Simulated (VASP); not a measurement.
**Eu: single point with PBE**

The system is Eu.

```xyz
1
Lattice="-2.1940 2.1940 2.1940 2.1940 -2.1940 2.1940 2.1940 2.1940 -2.1940" Properties=species:S:1:pos:R:3 pbc="T T T"
Eu    0.0000    0.0000    0.0000
```

```
Program                : VASP 6.6.1
Task                   : single point
Functional             : PBE
Potentials or basis    : VASP PAW PBE potentials, release 64 (Eu)
Cutoff                 : 520 eV
k mesh                 : 10 × 10 × 10
Occupations            : methfessel-paxton, width 0.03 eV
Spin                   : collinear spin, ferromagnetic start
Starting moments       : [7.02] μB
Dipole correction      : no
Further INCAR settings : ALGO = Normal; EDIFF = 1e-07; NBANDS = 18
```

- Pressure: -0.2 GPa
- Net moment: 7.39 μB per cell
- Site moments: Eu +6.70 μB
- Valence electrons inside the program's atomic spheres: Eu 14.74

Levels at points of the mesh, in eV from the Fermi level:
Spin up:
| k point | band 10 | band 11 | band 12 | band 13 | band 14 | band 15 |
| --- | --- | --- | --- | --- | --- | --- |
| (0.00, 0.00, 0.00) | -0.42 | -0.42 | -0.37 | 1.74 | 1.74 | 1.74 |
| (0.50, 0.00, 0.00) | -0.42 | -0.42 | -0.40 | 0.34 | 0.72 | 3.35 |
| (0.50, 0.50, 0.50) | -0.54 | -0.37 | -0.37 | -0.37 | 4.91 | 4.91 |
Spin down:
| k point | band 1 | band 2 | band 3 | band 4 | band 5 | band 6 | band 7 | band 8 | band 9 | band 10 |
| --- | --- | --- | --- | --- | --- | --- | --- | --- | --- | --- |
| (0.00, 0.00, 0.00) | -38.56 | -17.92 | -17.92 | -17.92 | -3.61 | 2.77 | 2.77 | 2.77 | 3.93 | 3.93 |
| (0.50, 0.00, 0.00) | -38.52 | -18.47 | -18.09 | -17.92 | -0.95 | 1.28 | 1.57 | 3.87 | 4.18 | 4.25 |
| (0.50, 0.50, 0.50) | -38.48 | -18.30 | -18.30 | -18.30 | -0.32 | -0.32 | 3.92 | 3.92 | 3.92 | 4.10 |

Wall time 60 s on 1 thread of AMD EPYC 9R45 96-Core Processor (Zen 5), on a shared host, peak memory 0.19 GiB.

Caveat: spin-orbit coupling is left out, which moves the levels of the heavy elements; semilocal functionals describe open f shells poorly, which spoils levels, moments and volumes. The state reached can hang on the start; a lower one may exist.
